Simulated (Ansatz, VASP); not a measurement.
# SrCl2: VASP beside Ansatz

```
Sr Cl
1.0
     0.00000    4.02372    2.61542
     4.02372    0.00000    2.61542
     4.02372    4.02372    0.00000
Sr Cl
1 2
Direct
  0.00000 0.00000 0.00000
  0.25000 0.25000 0.25000
  0.75000 0.75000 0.75000
```

Alike in both runs: task single point; functional PBE; k mesh 6 × 6 × 6; occupations gaussian, width 0.05 eV; no spin polarisation.

|  | VASP | Ansatz |
| --- | --- | --- |
| version | VASP 6.6.1 | Ansatz 0.2.0 |
| potentials or method | VASP PAW PBE potentials, release 64 (Sr_sv, Cl), cutoff 520 eV | scalar-relativistic, plane waves, PAW |
| valence electrons in the cell | 24 | 24 |

```tsv
	VASP	Ansatz	Ansatz less VASP
gap on the k mesh at the Fermi level (eV)	none	none	-
pressure (GPa)	6.7	6.6	-0.02
traceless stress, the component that is largest in VASP (GPa)	28.05	28.12	+0.070
```

A gap of «none» marks a metal or a gap that the smearing closes. With one functional, cell and mesh, what is left measures potentials, basis and numerics.
